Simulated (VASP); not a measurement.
Wanted: the native input for a VASP 6.6.1 run.

- Task: single point
- Functional: PBE
- Potentials or basis: VASP PAW PBE potentials, release 64 (Nb_sv, Si, O)
- Cutoff: 520 eV
- k mesh: 6 × 6 × 4
- Occupations: gaussian, width 0.1 eV
- Spin: collinear spin
- Starting moments: [0.13, 0.0, 0.06, 0.06, 0.06, 0.06] μB
- Dipole correction: no
- Further INCAR settings: ALGO = Normal; EDIFF = 1e-07; NBANDS = 34

The structure of NbSiO4 lies in POSCAR:

```
NbSiO4
1.0
    3.1967274900      0.0000000000      0.0000000000
   -1.5983637500      2.7684472200      0.0000000000
    0.0000000000      0.0000000000      6.4983526100
Nb Si O
1 1 4
Direct
    0.0000000000      0.0000000000      0.5000000000
    0.0000000000      0.0000000000      0.0000000000
    0.3333333300      0.6666666700      0.7595900300
    0.3333333300      0.6666666700      0.2404099700
    0.6666666700      0.3333333300      0.7595900300
    0.6666666700      0.3333333300      0.2404099700
```

The cell was generated, and may not be a known phase.

One way to write it, as run:

INCAR

```
SYSTEM = NbSiO4
ALGO     = Normal         ! electronic algorithm
EDIFF    = 1E-7           ! SCF threshold, eV
ENCUT    = 520            ! plane-wave cutoff, eV
GGA      = PE             ! functional
ISIF     = 2              ! what is computed and relaxed
ISMEAR   = 0              ! smearing method
ISPIN    = 2              ! spin polarisation
LASPH    = .TRUE.         ! aspherical terms in the spheres
LCHARG   = .FALSE.        ! write CHGCAR
LMAXMIX  = 4              ! l up to which the mixer works
LORBIT   = 11             ! projections on sites
LREAL    = .FALSE.        ! projectors in reciprocal space
LWAVE    = .FALSE.        ! write WAVECAR
MAGMOM   = 0.13 0 0.06 0.06 0.06 0.06 ! initial moments
NBANDS   = 34             ! bands
NELM     = 150            ! most SCF steps
PREC     = Accurate       ! precision mode
SIGMA    = 0.1            ! smearing width, eV
```

KPOINTS

```
k-points
0
G
  6 6 4
  0 0 0
```

Potentials or basis: VASP PAW PBE potentials, release 64 (Nb_sv, Si, O).

Command:

```sh
$ cat potpaw_PBE.64/Nb_sv/POTCAR potpaw_PBE.64/Si/POTCAR potpaw_PBE.64/O/POTCAR > POTCAR
$ mpirun -np 1 vasp_std > vasp.out
```

It gave:

The pressure is 27.3 GPa. The largest force is 1.276 eV/Å and the net moment is 0.41 μB per cell. The site moments are Nb +0.14; Si +0.00; O +0.05 μB. The valence electrons inside the program's atomic spheres are Nb 10.36; Si 1.41; O 4.87.

Caveat: the k points lie up to 0.38 Å⁻¹ apart; a moment this small can come from the mesh or the smearing; forces of over 1 eV/Å act on the atoms, so gaps and moduli don't describe the material at rest.

Wall time 48 s on 1 thread of Intel(R) Xeon(R) 6975P-C (Granite Rapids), with other jobs on the host, peak memory 0.22 GiB.
